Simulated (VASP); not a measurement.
Wanted: the native input for a VASP 6.6.1 run.

```yaml
Task: single point
Functional: r2SCAN
Potentials_or_basis: VASP PAW PBE potentials, release 64 (Rb_sv)
Cutoff: 520 eV
k_mesh: 8 × 8 × 8
Occupations: gaussian, width 0.1 eV
Spin: no spin polarisation
Dipole_correction: no
Further_INCAR_settings: ALGO = Normal; EDIFF = 1e-07; NBANDS = 16
```

The system is Rb.

```xyz
2
Lattice="5.9090 0.0000 0.0000 0.0000 5.9090 0.0000 0.0000 0.0000 5.4617" Properties=species:S:1:pos:R:3 pbc="T T T"
Rb    0.0000    0.0000    0.0000
Rb    2.9545    2.9545    2.7308
```

The input as run:

POSCAR

```
Rb
1.0
    5.9090237230      0.0000000000      0.0000000000
    0.0000000000      5.9090237230      0.0000000000
    0.0000000000      0.0000000000      5.4616903910
Rb
2
Direct
    0.0000000000      0.0000000000      0.0000000000
    0.5000000000      0.5000000000      0.5000000000
```

INCAR.step1

```
ALGO = Normal ; EDIFF = 1E-4
ENCUT = 520 ; GGA = PE
ISMEAR = 0 ; LASPH = True
LCHARG = False ; LREAL = False
LWAVE = True ; NBANDS = 16
NELM = 100 ; PREC = Accurate
SIGMA = 0.1
```

INCAR.step2

```
ALGO = Normal ; EDIFF = 1E-7
ENCUT = 520 ; ISIF = 2
ISMEAR = 0 ; ISTART = 1
LASPH = True ; LCHARG = True
LELF = True ; LMIXTAU = True
LREAL = False ; LVHAR = True
LWAVE = False ; METAGGA = R2SCAN
NBANDS = 16 ; NELM = 100
PREC = Accurate ; SIGMA = 0.1
```

KPOINTS

```
k-points
0
Gamma
  8 8 8
```

Potentials or basis: VASP PAW PBE potentials, release 64 (Rb_sv).

Command:

```bash
$ cat potpaw_PBE.64/Rb_sv/POTCAR > POTCAR
$ cp INCAR.step1 INCAR
$ mpirun -np 1 vasp_std > vasp.out
$ cp INCAR.step2 INCAR
$ mpirun -np 1 vasp_std > vasp.out
```

Results of the run:

```json
{
  "Pressure": "0.0 GPa",
  "Band gap on the k mesh": "zero (band 9 reaches 1.28 eV, above the bottom of band 10 at -0.74 eV)"
}
```

Caveat: the PAW data sets were made with another functional, which shifts forces and pressure a little.

Wall time 14 min on 1 thread of Intel(R) Xeon(R) Platinum 8259CL CPU @ 2.50GHz (Skylake/Cascade Lake), on a shared host, peak memory 0.44 GiB.
